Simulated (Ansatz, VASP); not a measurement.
Two plane-wave programs on TiTe

INCAR

```
SYSTEM = TiTe
  ALGO = Normal
  EDIFF = 1E-6
  ENCUT = 520
  GGA = CA
  ISIF = 2
  ISMEAR = -1
  LASPH = .TRUE.
  LCHARG = .FALSE.
  LREAL = .FALSE.
  LWAVE = .FALSE.
  NBANDS = 16
  NELM = 80
  PREC = Accurate
  SIGMA = 0.05
```

KPOINTS

```
k-points
0
G
  12 12 12
  0 0 0
```

The input POSCAR:

```
TiTe
1.0
    0.0000000000      2.6803986874      2.6803986874
    2.6803986874      0.0000000000      2.6803986874
    2.6803986874      2.6803986874      0.0000000000
Ti Te
1 1
Direct
    0.0000000000      0.0000000000      0.0000000000
    0.5000000000      0.5000000000      0.5000000000
```

Input for Ansatz:

```yaml
crystal:
  lattice:
    - [0.0, 2.6803986874, 2.6803986874]
    - [2.6803986874, 0.0, 2.6803986874]
    - [2.6803986874, 2.6803986874, 0.0]
  atoms:
    - { symbol: Ti, position: [0.0, 0.0, 0.0] }
    - { symbol: Te, position: [0.5, 0.5, 0.5] }
kpoints:
  mp_grid: { grid: [12, 12, 12] }
scf:
  occupations: { method: fermi_dirac, width: 0.05 }
hamiltonian:
  xc: lda
  pseudopotentials: { kind: paw }
output:
  forces: true
  stress: true
  eigenvalues: true
  populations: true
```

Change from the starting cell: volume scaled by 0.92, PAW files.

Alike in both runs: task single point; functional LDA; k mesh 12 × 12 × 12; occupations fermi-dirac, width 0.05 eV; no spin polarisation.

|  | VASP | Ansatz |
| --- | --- | --- |
| version | VASP 6.6.1 | Ansatz 0.2.0 |
| potentials or method | VASP PAW LDA potentials, release 64 (Ti_sv, Te) | PAW with Ansatz's default frozen-core files, scalar-relativistic |
| plane-wave cutoff (eV) | 520 | 420 |
| valence electrons in the cell | 18 | 28 |

Ansatz gave:

```
pressure (GPa) : 9.5
```

Estimate VASP's values.

pressure (GPa): 9.7.

LDA's correlation is that of Perdew and Zunger in VASP and of Perdew and Wang (1992) in Ansatz. VASP's potentials hold 18 valence electrons a cell and Ansatz's 28, so a difference there can come from the potentials and not from the codes.

Neither program's run includes spin-orbit coupling.
